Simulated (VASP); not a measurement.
# Mo3W (P4/mmm) in VASP: single point with PBE

Aim: the single point of Mo3W with PBE.

Everything below comes from runs of VASP 6.6.1. Logs are shortened: lines on timing, memory, paths and dates and some standing lists are left out, and cuts for length are marked.

## Step 1: The cell of the first run

Symmetry: P4/mmm, No. 123, tetragonal system. Conventional cell: a = 3.166 Å, b = 3.166 Å, c = 6.337 Å, α = 90.00°, β = 90.00°, γ = 90.00°. Within 3.6 Å of Mo (site symmetry 4mm) lie 10 Mo at 2.74 to 3.18 Å and 4 W at 2.74 Å. Within 3.6 Å of Mo (site symmetry 4/mmm) lie 12 Mo at 2.74 to 3.17 Å and 2 W at 3.17 Å. Within 3.6 Å of W (site symmetry 4/mmm) lie 10 Mo at 2.74 to 3.17 Å and 4 W at 3.17 Å.

## Step 2: Single point, PBE

INCAR reads:

```
SYSTEM = Mo3W
ALGO = Fast
EDIFF = 1E-6
ENCUT = 520
GGA = PE
ISIF = 2
ISMEAR = 0
LASPH = .TRUE.
LCHARG = .TRUE.
LELF = .TRUE.
LREAL = .FALSE.
LVHAR = .TRUE.
LWAVE = .FALSE.
NBANDS = 36
NELM = 60
PREC = Accurate
SIGMA = 0.1
```

KPOINTS reads:

```
k-points
0
G
  14 14 8
  0 0 0
```

POSCAR reads:

```
Mo3W
1.0
    3.1659416499      0.0000000000      0.0000000000
    0.0000000000      3.1659416499      0.0000000000
    0.0000000000      0.0000000000      6.3365005374
Mo W
3 1
Direct
    0.0000000000      0.0000000000      0.7506734125
    0.5000000000      0.5000000000      0.0000000000
    0.0000000000      0.0000000000      0.2493265875
    0.5000000000      0.5000000000      0.5000000000
```

Potentials or basis: VASP PAW PBE potentials, release 64 (Mo_sv, W_sv).

Launch:

```
$ cat potpaw_PBE.64/Mo_sv/POTCAR potpaw_PBE.64/W_sv/POTCAR > POTCAR
$ mpirun -np 1 vasp_std > vasp.out
```

OUTCAR:

```text
SYSTEM = Mo3W
   EDIFF = 1E-6
   ENCUT = 520
   GGA = PE
   ISIF = 2
   ISMEAR = 0
   LASPH = .TRUE.
   LREAL = .FALSE.
   NELM = 60
   PREC = Accurate

 ion  position               nearest neighbor table
   1  0.000  0.000  0.751-   2 2.74   2 2.74   2 2.74   2 2.74   4 2.74   4 2.74   4 2.74   4 2.74
                             3 3.16   3 3.18
   2  0.500  0.500  0.000-   1 2.74   3 2.74   1 2.74   3 2.74   1 2.74   3 2.74   1 2.74   3 2.74
                             4 3.17   4 3.17
   3  0.000  0.000  0.249-   2 2.74   2 2.74   2 2.74   2 2.74   4 2.74   4 2.74   4 2.74   4 2.74
                             1 3.16   1 3.18
   4  0.500  0.500  0.500-   1 2.74   3 2.74   1 2.74   3 2.74   1 2.74   3 2.74   1 2.74   3 2.74
                             2 3.17   2 3.17

  LATTYP: Found a simple tetragonal cell.
 ALAT       =     3.1659416499
 C/A-ratio  =     2.0014584089

  Lattice vectors:

 A1 = (   3.1659416499,   0.0000000000,   0.0000000000)
 A2 = (   0.0000000000,   3.1659416499,   0.0000000000)
 A3 = (   0.0000000000,   0.0000000000,   6.3365005374)

Analysis of symmetry for initial positions (statically):
=====================================================================
 Subroutine PRICEL returns:
 Original cell was already a primitive cell.

 Routine SETGRP: Setting up the symmetry group for a
 simple tetragonal supercell.

 Subroutine GETGRP returns: Found 16 space group operations
 (whereof 16 operations were pure point group operations)
 out of a pool of 16 trial point group operations.

The static configuration has the point symmetry D_4h.

Analysis of symmetry for dynamics (positions and initial velocities):
=====================================================================
 Subroutine PRICEL returns:
 Original cell was already a primitive cell.

 Routine SETGRP: Setting up the symmetry group for a
 simple tetragonal supercell.

 Subroutine GETGRP returns: Found 16 space group operations
 (whereof 16 operations were pure point group operations)
 out of a pool of 16 trial point group operations.

The dynamic configuration has the point symmetry D_4h.

 Subroutine INISYM returns: Found 16 space group operations
 (whereof 16 operations are pure point group operations),
 and found     1 'primitive' translations

----------------------------------------------------------------------------------------
[... 91 lines left out ...]
   ISPIN  =      1    spin polarized calculation?
   LNONCOLLINEAR =      F non collinear calculations
   LSORBIT =      F    spin-orbit coupling
   LASPH  =      T    aspherical Exc in radial PAW
   ENCUT  =  520.0 eV  38.22 Ry    6.18 a.u.   5.89  5.89 11.78*2*pi/ulx,y,z
   NELM   =     60;   NELMIN=  2; NELMDL= -5     # of ELM steps
   EDIFF  = 0.1E-05   stopping-criterion for ELM
   LREAL  =      F    real-space projection
   EDIFFG = 0.1E-04   stopping-criterion for IOM
   NSW    =      0    number of steps for IOM
   IBRION =     -1    ionic relax: 0-MD 1-quasi-New 2-CG
   NFREE  =      0    steps in history (QN), initial steepest desc. (CG)
   ISIF   =      2    stress and relaxation
   ISYM   =      2    0-nonsym 1-usesym 2-fastsym
   POTIM  = 0.5000    time-step for ionic-motion
   TEBEG  =    0.0;   TEEND  =   0.0 temperature during run
   PSTRESS=    0.0 pullay stress
   NELECT =      56.0000    total number of electrons
   NUPDOWN=      -1.0000    fix difference up-down
   EMIN   =  10.00;   EMAX   =-10.00  energy-range for DOS
   EFERMI =   0.00;   METHOD = LEGACY
   ISMEAR =     0;   SIGMA  =   0.10  broadening in eV -4-tet -1-fermi 0-gaus
   EFERMI_NEDOS =   21; number of points for ismear=-14 and -15
   IALGO  =     68    algorithm
   IMIX   =      4    mixing-type and parameters
     AMIX     =   0.40;   BMIX     =  1.00
     AMIX_MAG =   1.60;   BMIX_MAG =  1.00
  volume/ion in A,a.u.               =      15.88       107.15
  Fermi-wavevector in a.u.,A,eV,Ry     =   1.569829  2.966547 33.529705  2.464364
  Thomas-Fermi vector in A             =   2.671653
   LORBIT       =      0    0 simple, 1 ext, 2 COOP (PROOUT), +10 PAW based schemes
   GGA     = PE    functional components
   LHFCALC =     F    Hartree Fock is set to
   AEXX    =    0.0000 exact exchange contribution
   IVDW    =     0    specifies the selected vdW correction
   LEPSILON=     F    determine dielectric tensor
   LRPA    =     F    only Hartree local field effects (RPA)
 non-spin polarized calculation
 RMM-DIIS sequential band-by-band and
 Gauss-broadening in eV      SIGMA  =   0.10
  energy-cutoff  :      520.00
  volume of cell :       63.51
 maximum number of plane-waves:      1736
 NGX is ok and might be reduce to    24
   NGX = 11   NGY = 11   NGZ = 23

 number of electron      56.0000012 magnetization

 Free energy of the ion-electron system (eV)
  ---------------------------------------------------
  ext. energy  EPLUGINS =         0.00000000
  ---------------------------------------------------
  free energy    TOTEN  =       -45.77993551 eV

  energy without entropy =      -45.76643888  energy(sigma->0) =      -45.77318719

 E-fermi :  12.1277     XC(G=0): -13.3871

 val. band max:       12.1270783702   @ k =   0.5000   0.1429   0.0000
 cond. band min:      12.1289338650   @ k =   0.0714   0.0714   0.1250
 fundamental gap:      0.0018554948
 Fermi energy:        12.1277473477

 k-point     1 :       0.0000    0.0000    0.0000
  band No.  band energies     occupation
      1     -62.0402      2.00000
      2     -49.1055      2.00000
      3     -48.8979      2.00000
      4     -48.7941      2.00000
      5     -26.2796      2.00000
      6     -26.1777      2.00000
[... 925 lines left out ...]
     35      14.5656      0.00000
     36      14.9727      0.00000

 [... further k-points ...]
[... 5 lines left out ...]
  --------------------------------------------------------------------------------------
  -------------------------------------------------------------------------------------
  Total        0.1933290      0.1933290      0.1971111      0.0000000      0.0000000      0.0000000
  in kB        4.8769950      4.8769950      4.9724043      0.0000000      0.0000000      0.0000000
  external PRESSURE =       4.9087981 kB  Pullay stress =       0.0000000 kB

 VOLUME and BASIS-vectors are now :
 -----------------------------------------------------------------------------
  energy-cutoff  :      520.00
  volume of cell :       63.51
      direct lattice vectors                 reciprocal lattice vectors
     3.165941650  0.000000000  0.000000000     0.315861791  0.000000000  0.000000000
     0.000000000  3.165941650  0.000000000     0.000000000  0.315861791  0.000000000
     0.000000000  0.000000000  6.336500537     0.000000000  0.000000000  0.157815816

 POSITION                                       TOTAL-FORCE (eV/Angst)
 -----------------------------------------------------------------------------------
      0.00000      0.00000      4.75664         0.000000      0.000000      0.010419
      1.58297      1.58297      0.00000        -0.000000     -0.000000      0.000000
      0.00000      0.00000      1.57986        -0.000000     -0.000000     -0.010419
      1.58297      1.58297      3.16825        -0.000000     -0.000000      0.000000
 -----------------------------------------------------------------------------------
    total drift:                                0.000000     -0.000000     -0.000000

  FREE ENERGIE OF THE ION-ELECTRON SYSTEM (eV)
  ---------------------------------------------------
  free  energy   TOTEN  =       -45.7799355124 eV

  energy  without entropy=      -45.7664388775  energy(sigma->0) =      -45.77318719
```

OSZICAR:

```text
N       E                     dE             d eps       ncg     rms          rms(c)
DAV:   1     0.723051805962E+03    0.72305E+03   -0.34650E+04 12960   0.170E+03
DAV:   2    -0.157672890806E+02   -0.73882E+03   -0.72338E+03 13948   0.547E+02
DAV:   3    -0.478216278931E+02   -0.32054E+02   -0.31022E+02 16064   0.112E+02
DAV:   4    -0.484202249153E+02   -0.59860E+00   -0.59368E+00 15392   0.141E+01
DAV:   5    -0.484281159513E+02   -0.78910E-02   -0.78820E-02 15028   0.163E+00    0.319E+01
RMM:   6    -0.461374169275E+02    0.22907E+01   -0.42060E+00 13008   0.128E+01    0.108E+01
RMM:   7    -0.457799385892E+02    0.35748E+00   -0.24295E+00 13579   0.809E+00    0.224E+00
RMM:   8    -0.457922844072E+02   -0.12346E-01   -0.25555E-01 16372   0.223E+00    0.139E+00
RMM:   9    -0.457805901569E+02    0.11694E-01   -0.63009E-02 16341   0.124E+00    0.435E-01
RMM:  10    -0.457799653032E+02    0.62485E-03   -0.15640E-02 17772   0.517E-01    0.206E-01
RMM:  11    -0.457799014069E+02    0.63896E-04   -0.29562E-03 17162   0.249E-01    0.563E-02
RMM:  12    -0.457799408965E+02   -0.39490E-04   -0.59675E-04 18123   0.113E-01    0.251E-02
RMM:  13    -0.457799382160E+02    0.26805E-05   -0.10246E-04 17918   0.454E-02    0.831E-03
RMM:  14    -0.457799346275E+02    0.35885E-05   -0.19577E-05 15589   0.194E-02    0.410E-03
RMM:  15    -0.457799359179E+02   -0.12904E-05   -0.51166E-06 12191   0.905E-03    0.214E-03
RMM:  16    -0.457799355124E+02    0.40554E-06   -0.12714E-06 10251   0.457E-03
   1 F= -.45779936E+02 E0= -.45773187E+02  d E =-.134966E-01
```

stdout:

```text
POSCAR found type information on POSCAR MoW
 POSCAR found :  2 types and       4 ions
 scaLAPACK will be used
 LDA part: xc-table for (Slater+PW92), standard interpolation
 POSCAR, INCAR and KPOINTS ok, starting setup
 FFT: planning ... GRIDC
 FFT: planning ... GRID_SOFT
 FFT: planning ... GRID
 WAVECAR not read
 entering main loop
WARNING in EDDRMM: call to ZHEGV failed, returncode =   8  4     35
```

Wall time 6 min (1 thread of Intel Xeon Platinum 8375C at 2.90GHz (Ice Lake), shared host); peak memory 0.42 GiB.

Results:

```yaml
Free_energy: -45.7799 eV
Pressure: 0.5 GPa
Largest_force: 0.010 eV/Å
Band_gap_on_the_k_mesh: zero (bands 28 and 29 overlap by 1.90 eV)
```

Forces on the atoms (eV/Å):
```
Mo   0.000  0.000  0.010
Mo   0.000  0.000  0.000
Mo   0.000  0.000 -0.010
W    0.000  0.000  0.000
```

Caveat: spin-orbit coupling is left out, which moves the levels of the heavy elements.
